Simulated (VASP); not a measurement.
Set up this calculation in VASP 6.6.1, as the native input.

```
Task                   : single point
Functional             : PBEsol
Potentials or basis    : VASP PAW PBE potentials, release 64 (Ta_pv, Si)
Cutoff                 : 520 eV
k mesh                 : 12 × 12 × 6
Occupations            : gaussian, width 0.15 eV
Spin                   : no spin polarisation
Dipole correction      : no
Further INCAR settings : ALGO = Normal; EDIFF = 1e-07; NBANDS = 38
```

The structure of TaSi2 lies in POSCAR:

```
TaSi2
1.0
    4.7609902391      0.0000000000      0.0000000000
   -2.3804951195      4.1231384942      0.0000000000
    0.0000000000      0.0000000000      6.5561430408
Ta Si
3 6
Direct
    0.5036380054      0.0072760107      0.0000000000
    0.5036380054      0.4963619946      0.6666666667
   -0.0072760107      0.4963619946      0.3333333333
    0.1620376275      0.3240752550      0.0000000000
    0.8434721198      0.1565278802      0.6666666667
    0.6759247450      0.8379623725      0.3333333333
    0.8434721198      0.6869442396      0.0000000000
    0.1620376275      0.8379623725      0.6666666667
    0.3130557604      0.1565278802      0.3333333333
```

This cell differs from its parent crystal: mode 4 (106.9 1/cm) frozen in, largest displacement +0.030 Å.

One way to write it, as run:

INCAR

```
  ALGO = Normal
  EDIFF = 1E-7
  ENCUT = 520
  GGA = PS
  ISIF = 2
  ISMEAR = 0
  LASPH = True
  LCHARG = False
  LREAL = False
  LWAVE = False
  NBANDS = 38
  NELM = 100
  PREC = Accurate
  SIGMA = 0.15
```

KPOINTS

```
k-points
0
Gamma
  12 12 6
```

Potentials or basis: VASP PAW PBE potentials, release 64 (Ta_pv, Si).

Run with:

```console
$ cat potpaw_PBE.64/Ta_pv/POTCAR potpaw_PBE.64/Si/POTCAR > POTCAR
$ mpirun -np 1 vasp_std > vasp.out
```

Results of the run:

```yaml
Pressure: 0.3 GPa
Largest_force: 0.229 eV/Å
```

Caveat: the cell differs from its parent crystal (mode 4 (106.9 1/cm) frozen in, largest displacement +0.030 Å); the PAW data sets were made with another functional, which shifts forces and pressure a little.

Run time: 12 min on 1 thread of Oxide Virtual Turin-like Processor (shared host), peak memory 0.46 GiB.
